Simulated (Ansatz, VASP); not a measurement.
# Two plane-wave programs on MgCd3O4

```
Mg Cd O
1.0
     3.30768    0.00000    0.00000
     0.00000    3.30768    0.00000
     0.00000    0.00000    9.33048
Mg Cd O
1 3 4
Direct
  0.00000 0.00000 0.00000
  0.50000 0.50000 0.24330
  0.00000 0.00000 0.50000
  0.50000 0.50000 0.75670
  0.00000 0.00000 0.23225
  0.50000 0.50000 0.50000
  0.00000 0.00000 0.76775
  0.50000 0.50000 0.00000
```

Alike in both runs: task single point; functional PBEsol; k mesh 12 × 12 × 4; occupations gaussian, width 0.1 eV; no spin polarisation.

|  | VASP | Ansatz |
| --- | --- | --- |
| version | VASP 6.6.1 | Ansatz 0.2.0 |
| potentials or method | VASP PAW PBE potentials, release 64 (Mg, Cd, O), cutoff 520 eV | scalar-relativistic, plane waves, PAW |
| valence electrons in the cell | 62 | 94 |

```tsv
	VASP	Ansatz	Ansatz less VASP
gap on the k mesh at the Fermi level (eV)	none	none	-
pressure (GPa)	-4.8	-5.8	-1.04
traceless stress, the component that is largest in VASP (GPa)	0.06	0.17	+0.108
rms of the force components (eV/Å)	0.014	0.026	+0.0117
```

VASP's potentials were made for PBE, not for PBEsol. Atom by atom the forces differ by 0.014 eV/Å (rms over components). A gap of «none» marks a metal or a gap that the smearing closes. VASP's potentials hold 62 valence electrons a cell and Ansatz's 94, so a difference there can come from the potentials and not from the codes.
